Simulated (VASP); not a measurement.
# Ga3Se (Pm-3m) in VASP: further runs

Runs on Ga3Se. Level: PBE. Tasks: single point.

Everything below comes from runs of VASP 6.6.1. Logs are shortened: lines on timing, memory, paths and dates and some standing lists are left out, and cuts for length are marked.

## Step 1: The cell of the first run

The structure is cubic, space group Pm-3m (No. 221). Conventional cell: a = 4.432 Å, b = 4.432 Å, c = 4.432 Å, α = 90.00°, β = 90.00°, γ = 90.00°. Ga (site symmetry 4/mmm) has 8 Ga at 3.13 Å and 4 Se at 3.13 Å within 4.1 Å. Se (site symmetry m-3m) has 12 Ga at 3.13 Å within 4.1 Å.

## Step 2: Single point, PBE

Input file INCAR:

```
  PREC = Accurate
  ENCUT = 520
  EDIFF = 1E-6
  ISMEAR = 0
  SIGMA = 0.1
  LREAL = False
  LASPH = True
  NELM = 80
  ALGO = Normal
  ISIF = 2
  LWAVE = False
  LCHARG = False
  GGA = PE
  NBANDS = 30
```

Input file KPOINTS:

```
regular mesh
0
Gamma
  10 10 10
```

Input file POSCAR:

```
Ga3Se
1.0
    4.4324650000      0.0000000000      0.0000000000
    0.0000000000      4.4324650000      0.0000000000
    0.0000000000      0.0000000000      4.4324650000
Ga Se
3 1
Direct
    0.0000000000      0.5000000000      0.5000000000
    0.5000000000      0.0000000000      0.5000000000
    0.5000000000      0.5000000000      0.0000000000
    0.0000000000      0.0000000000      0.0000000000
```

Potentials or basis: VASP PAW PBE potentials, release 64 (Ga_d, Se).

Started as:

```
> cat potpaw_PBE.64/Ga_d/POTCAR potpaw_PBE.64/Se/POTCAR > POTCAR
> mpirun -np 1 vasp_std > vasp.out
```

OUTCAR:

```text
PREC = Accurate
   ENCUT = 520
   EDIFF = 1E-6
   ISMEAR = 0
   LREAL = False
   LASPH = True
   NELM = 80
   ISIF = 2
   GGA = PE

 ion  position               nearest neighbor table
   1  0.000  0.500  0.500-
   2  0.500  0.000  0.500-
   3  0.500  0.500  0.000-
   4  0.000  0.000  0.000-

  LATTYP: Found a simple cubic cell.
 ALAT       =     4.4324650000

  Lattice vectors:

 A1 = (   4.4324650000,   0.0000000000,   0.0000000000)
 A2 = (   0.0000000000,   4.4324650000,   0.0000000000)
 A3 = (   0.0000000000,   0.0000000000,   4.4324650000)

Analysis of symmetry for initial positions (statically):
=====================================================================
 Subroutine PRICEL returns:
 Original cell was already a primitive cell.

 Routine SETGRP: Setting up the symmetry group for a
 simple cubic supercell.

 Subroutine GETGRP returns: Found 48 space group operations
 (whereof 48 operations were pure point group operations)
 out of a pool of 48 trial point group operations.

The static configuration has the point symmetry O_h .

Analysis of symmetry for dynamics (positions and initial velocities):
=====================================================================
 Subroutine PRICEL returns:
 Original cell was already a primitive cell.

 Routine SETGRP: Setting up the symmetry group for a
 simple cubic supercell.

 Subroutine GETGRP returns: Found 48 space group operations
 (whereof 48 operations were pure point group operations)
 out of a pool of 48 trial point group operations.

The dynamic configuration has the point symmetry O_h .

 Subroutine INISYM returns: Found 48 space group operations
 (whereof 48 operations are pure point group operations),
 and found     1 'primitive' translations

----------------------------------------------------------------------------------------

                                     Primitive cell

  volume of cell :      87.0835

  direct lattice vectors                    reciprocal lattice vectors
     4.432465000  0.000000000  0.000000000     0.225608098  0.000000000  0.000000000
     0.000000000  4.432465000  0.000000000     0.000000000  0.225608098  0.000000000
     0.000000000  0.000000000  4.432465000     0.000000000  0.000000000  0.225608098

  length of vectors
     4.432465000  4.432465000  4.432465000     0.225608098  0.225608098  0.225608098

  position of ions in fractional coordinates (direct lattice)
     0.000000000  0.500000000  0.500000000
     0.500000000  0.000000000  0.500000000
     0.500000000  0.500000000  0.000000000
     0.000000000  0.000000000  0.000000000

  ion indices of the primitive-cell ions
   primitive index   ion index
                 1           1
                 2           2
                 3           3
                 4           4

----------------------------------------------------------------------------------------

 KPOINTS: regular mesh

Automatic generation of k-mesh.
 Grid dimensions read from file:
 generate k-points for:   10   10   10

 Generating k-lattice:

  Cartesian coordinates                     Fractional coordinates (reciprocal lattice)
     0.022560810  0.000000000  0.000000000     0.100000000  0.000000000  0.000000000
     0.000000000  0.022560810  0.000000000     0.000000000  0.100000000  0.000000000
     0.000000000  0.000000000  0.022560810     0.000000000  0.000000000  0.100000000

  Length of vectors
     0.022560810  0.022560810  0.022560810

  Shift w.r.t. Gamma in fractional coordinates (k-lattice)
     0.000000000  0.000000000  0.000000000

 Subroutine IBZKPT returns following result:
 ===========================================

 Found     56 irreducible k-points:

 Following reciprocal coordinates:
            Coordinates               Weight
  0.000000  0.000000  0.000000      1.000000
  0.100000  0.000000  0.000000      6.000000
  0.200000  0.000000  0.000000      6.000000
  0.300000  0.000000  0.000000      6.000000
  0.400000  0.000000  0.000000      6.000000
  0.500000  0.000000  0.000000      3.000000
[... 16 lines left out ...]
  0.200000  0.100000  0.100000     24.000000
  0.300000  0.100000  0.100000     24.000000
 [... further k-points ...]
   k-points           NKPTS =     56   k-points in BZ     NKDIM =     56   number of bands    NBANDS=     30
   number of dos      NEDOS =    301   number of ions     NIONS =      4
   total plane-waves  NPLWV =  46656
   dimension x,y,z NGX =    36 NGY =   36 NGZ =   36
   dimension x,y,z NGXF=    72 NGYF=   72 NGZF=   72
   ions per type =               3   1
   NGX,Y,Z   is equivalent  to a cutoff of  13.50, 13.50, 13.50 a.u.
   NGXF,Y,Z  is equivalent  to a cutoff of  27.00, 27.00, 27.00 a.u.
 SYSTEM =  unknown system
   PREC   = accura    normal or accurate (medium, high low for compatibility)
   ISTART =      0    job   : 0-new  1-cont  2-samecut
   ICHARG =      2    charge: 1-file 2-atom 10-const
   ISPIN  =      1    spin polarized calculation?
   LNONCOLLINEAR =      F non collinear calculations
   LSORBIT =      F    spin-orbit coupling
   LASPH  =      T    aspherical Exc in radial PAW
   ENCUT  =  520.0 eV  38.22 Ry    6.18 a.u.   8.24  8.24  8.24*2*pi/ulx,y,z
   NELM   =     80;   NELMIN=  2; NELMDL= -5     # of ELM steps
   EDIFF  = 0.1E-05   stopping-criterion for ELM
   LREAL  =      F    real-space projection
   EDIFFG = 0.1E-04   stopping-criterion for IOM
   NSW    =      0    number of steps for IOM
   IBRION =     -1    ionic relax: 0-MD 1-quasi-New 2-CG
   NFREE  =      0    steps in history (QN), initial steepest desc. (CG)
   ISIF   =      2    stress and relaxation
   ISYM   =      2    0-nonsym 1-usesym 2-fastsym
   POTIM  = 0.5000    time-step for ionic-motion
   TEBEG  =    0.0;   TEEND  =   0.0 temperature during run
   PSTRESS=    0.0 pullay stress
   NELECT =      45.0000    total number of electrons
   NUPDOWN=      -1.0000    fix difference up-down
   EMIN   =  10.00;   EMAX   =-10.00  energy-range for DOS
   EFERMI =   0.00;   METHOD = LEGACY
   ISMEAR =     0;   SIGMA  =   0.10  broadening in eV -4-tet -1-fermi 0-gaus
   EFERMI_NEDOS =   21; number of points for ismear=-14 and -15
   IALGO  =     38    algorithm
   IMIX   =      4    mixing-type and parameters
     AMIX     =   0.40;   BMIX     =  1.00
     AMIX_MAG =   1.60;   BMIX_MAG =  1.00
  volume/ion in A,a.u.               =      21.77       146.92
  Fermi-wavevector in a.u.,A,eV,Ry     =   1.313713  2.482557 23.481488  1.725841
  Thomas-Fermi vector in A             =   2.444016
   LORBIT       =      0    0 simple, 1 ext, 2 COOP (PROOUT), +10 PAW based schemes
   GGA     = PE    functional components
   LHFCALC =     F    Hartree Fock is set to
   AEXX    =    0.0000 exact exchange contribution
   IVDW    =     0    specifies the selected vdW correction
   LEPSILON=     F    determine dielectric tensor
   LRPA    =     F    only Hartree local field effects (RPA)
 non-spin polarized calculation
 Gauss-broadening in eV      SIGMA  =   0.10
  energy-cutoff  :      520.00
  volume of cell :       87.08
 maximum number of plane-waves:      2367
 NGX is ok and might be reduce to    36
   NGX = 17   NGY = 17   NGZ = 17

 number of electron      44.9999944 magnetization

 Free energy of the ion-electron system (eV)
  ---------------------------------------------------
  ext. energy  EPLUGINS =         0.00000000
  ---------------------------------------------------
  free energy    TOTEN  =       -12.41760472 eV

  energy without entropy =      -12.40585464  energy(sigma->0) =      -12.41172968

 E-fermi :   4.6233     XC(G=0): -10.2683

 val. band max:        4.6075099711   @ k =   0.4000   0.0000   0.0000
 cond. band min:       4.6436858766   @ k =   0.2000   0.1000   0.1000
 fundamental gap:      0.0361759055
 Fermi energy:         4.6232717990

 k-point     1 :       0.0000    0.0000    0.0000
  band No.  band energies     occupation
      1     -10.4110      2.00000
      2     -10.3909      2.00000
      3     -10.3909      2.00000
      4     -10.3909      2.00000
      5     -10.3408      2.00000
      6     -10.3408      2.00000
[... 22 lines left out ...]
     29      10.6362      0.00000
     30      11.7389      0.00000

 k-point     2 :       0.1000    0.0000    0.0000
  band No.  band energies     occupation
      1     -10.4048      2.00000
      2     -10.3897      2.00000
      3     -10.3860      2.00000
      4     -10.3860      2.00000
      5     -10.3401      2.00000
      6     -10.3372      2.00000
[... 22 lines left out ...]
     29      10.9689      0.00000
     30      11.8735      0.00000

 k-point     3 :       0.2000    0.0000    0.0000
  band No.  band energies     occupation
      1     -10.3875      2.00000
      2     -10.3866      2.00000
      3     -10.3717      2.00000
      4     -10.3717      2.00000
      5     -10.3380      2.00000
      6     -10.3272      2.00000
[... 22 lines left out ...]
     29      11.6157      0.00000
     30      12.0671      0.00000

 k-point     4 :       0.3000    0.0000    0.0000
  band No.  band energies     occupation
      1     -10.3824      2.00000
      2     -10.3631      2.00000
      3     -10.3496      2.00000
      4     -10.3496      2.00000
      5     -10.3345      2.00000
      6     -10.3126      2.00000
[... 22 lines left out ...]
     29      11.3433      0.00000
     30      11.7897      0.00000

 k-point     5 :       0.4000    0.0000    0.0000
  band No.  band energies     occupation
      1     -10.3789      2.00000
      2     -10.3429      2.00000
      3     -10.3244      2.00000
      4     -10.3236      2.00000
      5     -10.3236      2.00000
      6     -10.2972      2.00000
[... 22 lines left out ...]
     29      10.2212      0.00000
     30      11.1329      0.00000
[... 526 lines left out ...]
     29       9.9234      0.00000
     30      12.2950      0.00000

 k-point    22 :       0.1000    0.1000    0.1000
  band No.  band energies     occupation
      1     -10.3953      2.00000
      2     -10.3819      2.00000
      3     -10.3789      2.00000
      4     -10.3789      2.00000
      5     -10.3340      2.00000
      6     -10.3340      2.00000
[... 22 lines left out ...]
     29      11.2497      0.00000
     30      11.6837      0.00000

 k-point    23 :       0.2000    0.1000    0.1000
  band No.  band energies     occupation
      1     -10.3852      2.00000
      2     -10.3750      2.00000
      3     -10.3671      2.00000
      4     -10.3642      2.00000
      5     -10.3315      2.00000
      6     -10.3229      2.00000
[... 22 lines left out ...]
     29      10.6844      0.00000
     30      11.8117      0.00000

 k-point    24 :       0.3000    0.1000    0.1000
  band No.  band energies     occupation
      1     -10.3763      2.00000
      2     -10.3615      2.00000
      3     -10.3485      2.00000
      4     -10.3405      2.00000
      5     -10.3281      2.00000
      6     -10.3073      2.00000
[... 22 lines left out ...]
     29       9.7714      0.00000
     30      11.9127      0.00000

 [... further k-points ...]

------------------------ aborting loop because EDIFF is reached ----------------------------------------

  FORCE on cell =-STRESS in cart. coord.  units (eV):
  Direction    XX          YY          ZZ          XY          YZ          ZX
  --------------------------------------------------------------------------------------
  -------------------------------------------------------------------------------------
  Total       -0.2734173     -0.2734173     -0.2734173     -0.0000000     -0.0000000      0.0000000
  in kB       -5.0303780     -5.0303780     -5.0303780     -0.0000000     -0.0000000      0.0000000
  external PRESSURE =      -5.0303780 kB  Pullay stress =       0.0000000 kB

 VOLUME and BASIS-vectors are now :
 -----------------------------------------------------------------------------
  energy-cutoff  :      520.00
  volume of cell :       87.08
      direct lattice vectors                 reciprocal lattice vectors
     4.432465000  0.000000000  0.000000000     0.225608098  0.000000000  0.000000000
     0.000000000  4.432465000  0.000000000     0.000000000  0.225608098  0.000000000
     0.000000000  0.000000000  4.432465000     0.000000000  0.000000000  0.225608098

 POSITION                                       TOTAL-FORCE (eV/Angst)
 -----------------------------------------------------------------------------------
      0.00000      2.21623      2.21623         0.000000      0.000000      0.000000
      2.21623      0.00000      2.21623         0.000000      0.000000      0.000000
      2.21623      2.21623      0.00000         0.000000      0.000000      0.000000
      0.00000      0.00000      0.00000         0.000000      0.000000      0.000000
 -----------------------------------------------------------------------------------
    total drift:                                0.000000      0.000000      0.000000

  FREE ENERGIE OF THE ION-ELECTRON SYSTEM (eV)
  ---------------------------------------------------
  free  energy   TOTEN  =       -12.4176047164 eV

  energy  without entropy=      -12.4058546374  energy(sigma->0) =      -12.41172968
```

It took 49 s on 1 thread of Intel Xeon 6975P-C (Granite Rapids), shared host; peak memory 0.28 GiB.

Results:

| Item | Value |
| --- | --- |
| Free energy | -12.4176 eV |
| Pressure | -0.5 GPa |
| Band gap on the k mesh | zero (an odd number of electrons rules out a gap without spin polarisation) |

## Step 3: Single point, PBE

Input file INCAR:

```
SYSTEM = Ga3Se
PREC = Accurate
ENCUT = 520
EDIFF = 1E-6
ISMEAR = 0
SIGMA = 0.1
LREAL = .False.
LASPH = .True.
NELM = 60
ALGO = Normal
ISIF = 2
LWAVE = .False.
LCHARG = .False.
GGA = PE
NBANDS = 30
```

Input file KPOINTS:

```
Automatic mesh
0
Gamma
  10 10 10
  0 0 0
```

POSCAR is that of step 2.

Potentials or basis: VASP PAW PBE potentials, release 64 (Ga_d, Se).

Started as:

```
> cat potpaw_PBE.64/Ga_d/POTCAR potpaw_PBE.64/Se/POTCAR > POTCAR
> mpirun -np 1 vasp_std > vasp.out
```

OUTCAR:

```text
SYSTEM = Ga3Se
   PREC = Accurate
   ENCUT = 520
   EDIFF = 1E-6
   ISMEAR = 0
   LREAL = .False.
   LASPH = .True.
   NELM = 60
   ISIF = 2
   GGA = PE

 ion  position               nearest neighbor table
   1  0.000  0.500  0.500-
   2  0.500  0.000  0.500-
   3  0.500  0.500  0.000-
   4  0.000  0.000  0.000-

  LATTYP: Found a simple cubic cell.
 ALAT       =     4.4324650000
[... 988 lines left out ...]

  FORCE on cell =-STRESS in cart. coord.  units (eV):
  Direction    XX          YY          ZZ          XY          YZ          ZX
  --------------------------------------------------------------------------------------
  -------------------------------------------------------------------------------------
  Total       -0.2734173     -0.2734173     -0.2734173     -0.0000000     -0.0000000      0.0000000
  in kB       -5.0303780     -5.0303780     -5.0303780     -0.0000000     -0.0000000      0.0000000
  external PRESSURE =      -5.0303780 kB  Pullay stress =       0.0000000 kB

 VOLUME and BASIS-vectors are now :
 -----------------------------------------------------------------------------
  energy-cutoff  :      520.00
  volume of cell :       87.08
      direct lattice vectors                 reciprocal lattice vectors
     4.432465000  0.000000000  0.000000000     0.225608098  0.000000000  0.000000000
     0.000000000  4.432465000  0.000000000     0.000000000  0.225608098  0.000000000
     0.000000000  0.000000000  4.432465000     0.000000000  0.000000000  0.225608098

 POSITION                                       TOTAL-FORCE (eV/Angst)
 -----------------------------------------------------------------------------------
      0.00000      2.21623      2.21623         0.000000      0.000000      0.000000
      2.21623      0.00000      2.21623         0.000000      0.000000      0.000000
      2.21623      2.21623      0.00000         0.000000      0.000000      0.000000
      0.00000      0.00000      0.00000         0.000000      0.000000      0.000000
 -----------------------------------------------------------------------------------
    total drift:                                0.000000      0.000000      0.000000

  FREE ENERGIE OF THE ION-ELECTRON SYSTEM (eV)
  ---------------------------------------------------
  free  energy   TOTEN  =       -12.4176047164 eV

  energy  without entropy=      -12.4058546374  energy(sigma->0) =      -12.41172968
```

stdout:

```text
POSCAR found type information on POSCAR GaSe
 POSCAR found :  2 types and       4 ions
 scaLAPACK will be used
 LDA part: xc-table for (Slater+PW92), standard interpolation
 POSCAR, INCAR and KPOINTS ok, starting setup
 FFT: planning ... GRIDC
 FFT: planning ... GRID_SOFT
 FFT: planning ... GRID
 WAVECAR not read
 entering main loop
```

Wall time 49 s (1 thread of Intel Xeon 6975P-C (Granite Rapids), shared host); peak memory 0.27 GiB.

Results:

| Item | Value |
| --- | --- |
| Free energy | -12.4176 eV |
| Pressure | -0.5 GPa |
| Band gap on the k mesh | zero (an odd number of electrons rules out a gap without spin polarisation) |

Levels at points of the mesh, in eV from the Fermi level:
```csv
k point,band 20,band 21,band 22,band 23,band 24,band 25
"(0.00, 0.00, 0.00)",-3.72,-2.83,-2.83,1.61,1.61,1.61
"(0.50, 0.00, 0.00)",-2.79,-2.16,-1.04,-0.24,-0.24,1.20
"(0.50, 0.50, 0.00)",-2.16,-0.77,-0.71,-0.71,1.37,1.68
"(0.50, 0.50, 0.50)",-4.85,-4.85,-4.85,-3.47,3.97,3.97
```
